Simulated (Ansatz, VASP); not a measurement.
One calculation of SbC3, two programs

```
Sb C
1.0
     2.06014    1.18942    4.48534
    -2.06014    1.18942    4.48534
     0.00000   -2.37884    4.48534
Sb C
1 3
Direct
  0.00000 0.00000 0.00000
  0.50000 0.50000 0.00000
  0.00000 0.50000 0.50000
  0.50000 0.00000 0.50000
```

Alike in both runs: task single point; functional PBE; k mesh 6 × 6 × 6; occupations gaussian, width 0.1 eV; no spin polarisation.

```csv
,VASP,Ansatz
version,VASP 6.6.1,Ansatz 0.2.0
potentials or method,"VASP PAW PBE potentials, release 64 (Sb_d_GW, C), cutoff 700 eV","scalar-relativistic, plane waves, PAW"
valence electrons in the cell,27,27
```

```csv
,VASP,Ansatz,Ansatz less VASP
gap on the k mesh at the Fermi level (eV),none,none,-
pressure (GPa),23.4,23.4,-0.01
"traceless stress, the component that is largest in VASP (GPa)",-23.95,-23.80,+0.150
```

A gap of «none» marks a metal or a gap that the smearing closes.

Neither program's run includes spin-orbit coupling.
